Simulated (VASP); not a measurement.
A run of VASP 6.6.1 is set up as follows.

Contents of POSCAR:

```
CdS
1.0
    0.0000000000      2.9165000000      2.9165000000
    2.9165000000      0.0000000000      2.9165000000
    2.9165000000      2.9165000000      0.0000000000
Cd S
1 1
Direct
    0.0000000000      0.0000000000      0.0000000000
    0.2500000000      0.2500000000      0.2500000000
```

The input INCAR.step1:

```
  PREC = Accurate
  ENCUT = 550
  ISMEAR = 1
  SIGMA = 0.01
  LREAL = False
  LASPH = True
  NELM = 120
  NBANDS = 16
  GGA = PE
  ALGO = Normal
  EDIFF = 1E-5
  LWAVE = True
  LCHARG = False
  GGA_COMPAT = False
```

Contents of INCAR.step2:

```
  PREC = Accurate
  ENCUT = 550
  EDIFF = 1E-6
  ISMEAR = 1
  SIGMA = 0.01
  LREAL = False
  LASPH = True
  NELM = 120
  ALGO = Normal
  ISIF = 2
  LWAVE = False
  LCHARG = False
  METAGGA = R2SCAN
  LMIXTAU = True
  NBANDS = 16
  ISTART = 1
  GGA_COMPAT = False
```

File KPOINTS:

```
Automatic mesh
0
Gamma
  5 5 5
```

Potentials or basis: VASP PAW PBE potentials, release 64 (Cd, S).

The run is started by

```sh
$ cat potpaw_PBE.64/Cd/POTCAR potpaw_PBE.64/S/POTCAR > POTCAR
$ cp INCAR.step1 INCAR
$ mpirun -np 1 vasp_std > vasp.out
$ cp INCAR.step2 INCAR
$ mpirun -np 1 vasp_std > vasp.out
```

**Question.** Estimate the pressure.

**Answer.** 1.8 GPa.

**Question.** What does it give for the band gap on the k mesh?

**Answer.** 1.59 eV, direct.

Caveat: the PAW data sets were made with another functional, which shifts forces and pressure a little. r2SCAN opens gaps a little over a GGA but as a rule still falls short of measured ones.
